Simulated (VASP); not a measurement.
# HfN (Fm-3m) in VASP: notebook

Runs on HfN. Level: r2SCAN. Tasks: single point.

Program: VASP 6.6.1. These are calculated values, not measurements. Logs are shortened: lines on timing, memory, paths and dates and some standing lists are left out, and cuts for length are marked.

## Step 1: The cell of the first run

It takes space group Fm-3m (No. 225, cubic). The conventional cell has a = 4.512 Å, b = 4.512 Å, c = 4.512 Å, α = 90.00°, β = 90.00°, γ = 90.00°. Within 3.0 Å of Hf (site symmetry m-3m) lie 6 N at 2.26 Å. Within 3.0 Å of N (site symmetry m-3m) lie 6 Hf at 2.26 Å.

## Step 2: Single point, r2SCAN

POSCAR reads:

```
HfN
1.0
    0.0000000000      2.2558601243      2.2558601243
    2.2558601243      0.0000000000      2.2558601243
    2.2558601243      2.2558601243      0.0000000000
Hf N
1 1
Direct
    0.0000000000      0.0000000000      0.0000000000
    0.5000000000      0.5000000000      0.5000000000
```

INCAR.step1 reads:

```
SYSTEM = HfN
PREC = Accurate ; ENCUT = 520
ISMEAR = 0 ; SIGMA = 0.1
LREAL = .False. ; LASPH = .True.
NELM = 80 ; NBANDS = 14
GGA = PE ; ALGO = Normal
EDIFF = 1E-4 ; LWAVE = .True.
LCHARG = .False.
```

INCAR.step2 reads:

```
SYSTEM = HfN
PREC = Accurate ; ENCUT = 520
EDIFF = 1E-6 ; ISMEAR = 0
SIGMA = 0.1 ; LREAL = .False.
LASPH = .True. ; NELM = 80
ALGO = Normal ; ISIF = 2
LWAVE = .False. ; LCHARG = .False.
METAGGA = R2SCAN ; LMIXTAU = .True.
NBANDS = 14 ; ISTART = 1
```

KPOINTS reads:

```
regular mesh
0
Gamma
  8 8 8
  0 0 0
```

Potentials or basis: VASP PAW PBE potentials, release 64 (Hf_pv, N).

The run is started by

```console
$ cat potpaw_PBE.64/Hf_pv/POTCAR potpaw_PBE.64/N/POTCAR > POTCAR
$ cp INCAR.step1 INCAR
$ mpirun -np 1 vasp_std > vasp.out
$ cp INCAR.step2 INCAR
$ mpirun -np 1 vasp_std > vasp.out
```

OUTCAR:

```text
SYSTEM = HfN
   PREC = Accurate
   ENCUT = 520
   EDIFF = 1E-6
   ISMEAR = 0
   LREAL = .False.
   LASPH = .True.
   NELM = 80
   ISIF = 2
   METAGGA = R2SCAN
   ISTART = 1

 ion  position               nearest neighbor table
   1  0.000  0.000  0.000-   2 2.26   2 2.26   2 2.26   2 2.26   2 2.26   2 2.26
   2  0.500  0.500  0.500-   1 2.26   1 2.26   1 2.26   1 2.26   1 2.26   1 2.26

  LATTYP: Found a face centered cubic cell.
 ALAT       =     4.5117202486

  Lattice vectors:

 A1 = (   0.0000000000,   2.2558601243,   2.2558601243)
 A2 = (   2.2558601243,   0.0000000000,   2.2558601243)
 A3 = (   2.2558601243,   2.2558601243,   0.0000000000)

Analysis of symmetry for initial positions (statically):
=====================================================================
 Subroutine PRICEL returns:
 Original cell was already a primitive cell.

 Routine SETGRP: Setting up the symmetry group for a
 face centered cubic supercell.

 Subroutine GETGRP returns: Found 48 space group operations
 (whereof 48 operations were pure point group operations)
 out of a pool of 48 trial point group operations.

The static configuration has the point symmetry O_h .

Analysis of symmetry for dynamics (positions and initial velocities):
=====================================================================
 Subroutine PRICEL returns:
 Original cell was already a primitive cell.

 Routine SETGRP: Setting up the symmetry group for a
 face centered cubic supercell.

 Subroutine GETGRP returns: Found 48 space group operations
 (whereof 48 operations were pure point group operations)
 out of a pool of 48 trial point group operations.

The dynamic configuration has the point symmetry O_h .

 Subroutine INISYM returns: Found 48 space group operations
 (whereof 48 operations are pure point group operations),
 and found     1 'primitive' translations

----------------------------------------------------------------------------------------

                                     Primitive cell

  volume of cell :      22.9597

  direct lattice vectors                    reciprocal lattice vectors
     0.000000000  2.255860124  2.255860124    -0.221644948  0.221644948  0.221644948
     2.255860124  0.000000000  2.255860124     0.221644948 -0.221644948  0.221644948
     2.255860124  2.255860124  0.000000000     0.221644948  0.221644948 -0.221644948

  length of vectors
     3.190267983  3.190267983  3.190267983     0.383900311  0.383900311  0.383900311

[... 85 lines left out ...]
   NFREE  =      0    steps in history (QN), initial steepest desc. (CG)
   ISIF   =      2    stress and relaxation
   ISYM   =      2    0-nonsym 1-usesym 2-fastsym
   POTIM  = 0.5000    time-step for ionic-motion
   TEBEG  =    0.0;   TEEND  =   0.0 temperature during run
   PSTRESS=    0.0 pullay stress
   NELECT =      15.0000    total number of electrons
   NUPDOWN=      -1.0000    fix difference up-down
   EMIN   =  10.00;   EMAX   =-10.00  energy-range for DOS
   EFERMI =   0.00;   METHOD = LEGACY
   ISMEAR =     0;   SIGMA  =   0.10  broadening in eV -4-tet -1-fermi 0-gaus
   EFERMI_NEDOS =   21; number of points for ismear=-14 and -15
   IALGO  =     38    algorithm
   IMIX   =      4    mixing-type and parameters
     AMIX     =   0.40;   BMIX     =  1.00
     AMIX_MAG =   1.60;   BMIX_MAG =  1.00
  volume/ion in A,a.u.               =      11.48        77.47
  Fermi-wavevector in a.u.,A,eV,Ry     =   1.420528  2.684408 27.455188  2.017899
  Thomas-Fermi vector in A             =   2.541434
   LORBIT       =      0    0 simple, 1 ext, 2 COOP (PROOUT), +10 PAW based schemes
   METAGGA = R2SCAN    functional components
   LHFCALC =     F    Hartree Fock is set to
   AEXX    =    0.0000 exact exchange contribution
   IVDW    =     0    specifies the selected vdW correction
   LEPSILON=     F    determine dielectric tensor
   LRPA    =     F    only Hartree local field effects (RPA)
 non-spin polarized calculation
 Gauss-broadening in eV      SIGMA  =   0.10
  energy-cutoff  :      520.00
  volume of cell :       22.96
 maximum number of plane-waves:       636
   NGX = 11   NGY = 11   NGZ = 11

 number of electron      15.0000001 magnetization

 Free energy of the ion-electron system (eV)
  ---------------------------------------------------
  ext. energy  EPLUGINS =         0.00000000
  ---------------------------------------------------
  free energy    TOTEN  =       -58.22240146 eV

  energy without entropy =      -58.21871627  energy(sigma->0) =      -58.22055887

 E-fermi :   8.5675     XC(G=0): -13.5899

 val. band max:        8.5353948079   @ k =   0.1250   0.0000   0.0000
 cond. band min:       8.5782386644   @ k =   0.3750   0.1250   0.0000
 fundamental gap:      0.0428438564
 Fermi energy:         8.5674512876

 k-point     1 :       0.0000    0.0000    0.0000
  band No.  band energies     occupation
      1     -23.9625      2.00000
      2     -23.9625      2.00000
      3     -23.9625      2.00000
      4     -10.1508      2.00000
      5       5.1457      2.00000
      6       5.1457      2.00000
      7       5.1457      2.00000
      8       8.2287      2.00000
      9       8.2287      2.00000
     10       8.2287      2.00000
     11      10.5846      0.00000
     12      10.5846      0.00000
     13      10.6671      0.00000
     14      18.6004      0.00000
[... 377 lines left out ...]
      1     -24.7839      2.00000
      2     -24.2879      2.00000
      3     -24.1289      2.00000
      4      -7.9816      2.00000
      5       0.3684      2.00000
      6       2.3259      2.00000
      7       2.3928      2.00000
      8      10.2599      0.00000
      9      10.7074      0.00000
     10      13.0311      0.00000
     11      15.1279      0.00000
     12      16.5987      0.00000
     13      18.2638      0.00000
     14      19.5473      0.00000

 [... further k-points ...]
[... 5 lines left out ...]
  --------------------------------------------------------------------------------------
  -------------------------------------------------------------------------------------
  Total        0.0204562      0.0204562      0.0204562      0.0000000      0.0000000      0.0000000
  in kB        1.4274751      1.4274751      1.4274751      0.0000000      0.0000000      0.0000000
  external PRESSURE =       1.4274751 kB  Pullay stress =       0.0000000 kB

 VOLUME and BASIS-vectors are now :
 -----------------------------------------------------------------------------
  energy-cutoff  :      520.00
  volume of cell :       22.96
      direct lattice vectors                 reciprocal lattice vectors
     0.000000000  2.255860124  2.255860124    -0.221644948  0.221644948  0.221644948
     2.255860124  0.000000000  2.255860124     0.221644948 -0.221644948  0.221644948
     2.255860124  2.255860124  0.000000000     0.221644948  0.221644948 -0.221644948

 POSITION                                       TOTAL-FORCE (eV/Angst)
 -----------------------------------------------------------------------------------
      0.00000      0.00000      0.00000         0.000000      0.000000     -0.000000
      2.25586      2.25586      2.25586         0.000000      0.000000      0.000000
 -----------------------------------------------------------------------------------
    total drift:                                0.000000     -0.000000     -0.000000

  FREE ENERGIE OF THE ION-ELECTRON SYSTEM (eV)
  ---------------------------------------------------
  free  energy   TOTEN  =       -58.2224014588 eV

  energy  without entropy=      -58.2187162717  energy(sigma->0) =      -58.22055887
```

OSZICAR.step1:

```text
N       E                     dE             d eps       ncg     rms          rms(c)
DAV:   1     0.428431767789E+02    0.42843E+02   -0.78481E+03   812   0.101E+03
DAV:   2    -0.225959337125E+02   -0.65439E+02   -0.61061E+02  1058   0.241E+02
DAV:   3    -0.247505764656E+02   -0.21546E+01   -0.21494E+01   962   0.356E+01
DAV:   4    -0.247581643420E+02   -0.75879E-02   -0.75872E-02   944   0.251E+00
DAV:   5    -0.247582109142E+02   -0.46572E-04   -0.46572E-04   974   0.169E-01    0.495E+01
DAV:   6    -0.218392652688E+02    0.29189E+01   -0.82559E+00   896   0.222E+01    0.420E+01
DAV:   7    -0.217662308081E+02    0.73034E-01   -0.46441E-01  1004   0.602E+00    0.267E+01
DAV:   8    -0.217448312713E+02    0.21400E-01   -0.10564E-01   938   0.281E+00    0.603E+00
DAV:   9    -0.217392167294E+02    0.56145E-02   -0.16551E-02   926   0.102E+00    0.198E+00
DAV:  10    -0.217391081950E+02    0.10853E-03   -0.11688E-03  1048   0.327E-01    0.414E-01
DAV:  11    -0.217390772769E+02    0.30918E-04   -0.73486E-05   576   0.870E-02
   1 F= -.21739077E+02 E0= -.21737095E+02  d E =-.396542E-02
```

Run time: 17 s. Hardware: 1 thread of Intel Xeon 6975P-C (Granite Rapids), shared host; peak memory 0.15 GiB.

What came out:

```yaml
Free_energy: -58.2224 eV
Pressure: 0.1 GPa
```

Caveat: the PAW data sets were made with another functional, which shifts forces and pressure a little; spin-orbit coupling is left out, which moves the levels of the heavy elements.

## Step 3: Single point, r2SCAN

This run uses another cell than the first one, of 11.59 Å³/atom, 1.009 times its volume.

POSCAR reads:

```
HfN
1.0
    0.0000000000      2.2627375555      2.2627375555
    2.2627375555      0.0000000000      2.2627375555
    2.2627375555      2.2627375555      0.0000000000
Hf N
1 1
Direct
    0.0000000000      0.0000000000      0.0000000000
    0.5000000000      0.5000000000      0.5000000000
```

INCAR.step1 reads:

```
SYSTEM = HfN
  PREC = Accurate
  ENCUT = 520
  ISMEAR = 0
  SIGMA = 0.1
  LREAL = .False.
  LASPH = .True.
  NELM = 80
  NBANDS = 14
  GGA = PE
  ALGO = Normal
  EDIFF = 1E-4
  LWAVE = .True.
  LCHARG = .False.
```

INCAR.step2 reads:

```
SYSTEM = HfN
  PREC = Accurate
  ENCUT = 520
  EDIFF = 1E-6
  ISMEAR = 0
  SIGMA = 0.1
  LREAL = .False.
  LASPH = .True.
  NELM = 80
  ALGO = Normal
  ISIF = 2
  LWAVE = .False.
  LCHARG = .False.
  METAGGA = R2SCAN
  LMIXTAU = .True.
  NBANDS = 14
  ISTART = 1
```

KPOINTS reads:

```
regular mesh
0
Gamma
  16 16 16
  0 0 0
```

Potentials or basis: VASP PAW PBE potentials, release 64 (Hf_pv, N).

The run is started by

```console
$ cat potpaw_PBE.64/Hf_pv/POTCAR potpaw_PBE.64/N/POTCAR > POTCAR
$ cp INCAR.step1 INCAR
$ mpirun -np 1 vasp_std > vasp.out
$ cp INCAR.step2 INCAR
$ mpirun -np 1 vasp_std > vasp.out
```

Wall time 63 s (1 thread of Intel Xeon 6975P-C (Granite Rapids), shared host); peak memory 0.18 GiB.

It converged, with:

```yaml
Free_energy: -58.2372 eV
Pressure: -2.7 GPa
```

Levels at points of the mesh, in eV from the Fermi level:
```tsv
k point	band 6	band 7	band 8	band 9	band 10	band 11
(0.00, 0.00, 0.00)	-3.42	-3.42	-0.34	-0.34	-0.34	2.00
(0.50, 0.00, 0.00)	-6.62	-6.62	3.36	3.75	3.75	4.58
(0.50, 0.50, 0.00)	-4.13	-4.13	-3.87	4.11	5.52	5.52
```

Caveat: the PAW data sets were made with another functional, which shifts forces and pressure a little; spin-orbit coupling is left out, which moves the levels of the heavy elements.

## Step 4: Single point, r2SCAN

POSCAR reads:

```
HfN
1.0
    0.0000000000      2.2558601243      2.2558601243
    2.2558601243      0.0000000000      2.2558601243
    2.2558601243      2.2558601243      0.0000000000
Hf N
1 1
Direct
    0.0000000000      0.0000000000      0.0000000000
    0.5000000000      0.5000000000      0.5000000000
```

INCAR.step1 reads:

```
SYSTEM = HfN
PREC = Accurate ; ENCUT = 520
ISMEAR = 0 ; SIGMA = 0.1
LREAL = .False. ; LASPH = .True.
NELM = 80 ; NBANDS = 14
GGA = PE ; ALGO = Normal
EDIFF = 1E-4 ; LWAVE = .True.
LCHARG = .False.
```

INCAR.step2 reads:

```
SYSTEM = HfN
PREC = Accurate ; ENCUT = 520
EDIFF = 1E-6 ; ISMEAR = 0
SIGMA = 0.1 ; LREAL = .False.
LASPH = .True. ; NELM = 80
ALGO = Normal ; ISIF = 2
LWAVE = .False. ; LCHARG = .False.
METAGGA = R2SCAN ; LMIXTAU = .True.
NBANDS = 14 ; ISTART = 1
```

KPOINTS reads:

```
regular mesh
0
Gamma
  8 8 8
  0 0 0
```

The run is started by

```console
$ cat potpaw_PBE.64/Hf_pv/POTCAR potpaw_PBE.64/N/POTCAR > POTCAR
$ cp INCAR.step1 INCAR
$ mpirun -np 1 vasp_std > vasp.out
$ cp INCAR.step2 INCAR
$ mpirun -np 1 vasp_std > vasp.out
```

Wall time 31 s (1 thread of Intel Xeon Platinum 8488C (Sapphire Rapids), shared host); peak memory 0.14 GiB.

Results (log left out):

- Free energy: -58.2224 eV
- Pressure: 0.1 GPa

Levels at points of the mesh, in eV from the Fermi level:
| k point | band 5 | band 6 | band 7 | band 8 | band 9 | band 10 | band 11 | band 12 |
| --- | --- | --- | --- | --- | --- | --- | --- | --- |
| (0.00, 0.00, 0.00) | -3.42 | -3.42 | -3.42 | -0.34 | -0.34 | -0.34 | 2.02 | 2.02 |
| (0.50, 0.00, 0.00) | -9.37 | -6.66 | -6.66 | 3.40 | 3.80 | 3.80 | 4.62 | 9.13 |
| (0.50, 0.50, 0.00) | -5.93 | -4.13 | -4.13 | -3.92 | 4.15 | 5.59 | 5.59 | 5.86 |

Caveat: the PAW data sets were made with another functional, which shifts forces and pressure a little; spin-orbit coupling is left out, which moves the levels of the heavy elements.
